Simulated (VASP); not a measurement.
Here is a VASP 6.6.1 calculation.

INCAR

```
  PREC = Accurate
  ENCUT = 520
  EDIFF = 1E-7
  ISMEAR = 0
  SIGMA = 0.1
  LREAL = F
  LASPH = T
  NELM = 80
  ALGO = Normal
  ISIF = 2
  LWAVE = F
  LCHARG = F
  GGA = PE
  NBANDS = 25
```

KPOINTS

```
Automatic mesh
0
Gamma
  6 6 6
```

File POSCAR:

```
Li3NbP2
1.0
    5.1003049900      0.0000000000      0.0000000000
   -2.5501525000      4.4169936900      0.0000000000
    0.0000000000      0.0000000000      3.7243510600
Li Nb P
3 1 2
Direct
    0.0000000000      0.5000000000      0.5000000000
    0.5000000000      0.0000000000      0.5000000000
    0.5000000000      0.5000000000      0.5000000000
    0.0000000000      0.0000000000      0.0000000000
    0.3333333300      0.6666666700      0.0000000000
    0.6666666700      0.3333333300      0.0000000000
```

Potentials or basis: VASP PAW PBE potentials, release 64 (Li_sv, Nb_sv, P).

Command:

```sh
$ cat potpaw_PBE.64/Li_sv/POTCAR potpaw_PBE.64/Nb_sv/POTCAR potpaw_PBE.64/P/POTCAR > POTCAR
$ mpirun -np 1 vasp_std > vasp.out
```

(1) Predict the band gap on the k mesh.

Results:

(1) zero (band 16 reaches 7.41 eV, above the bottom of band 17 at 5.75 eV).
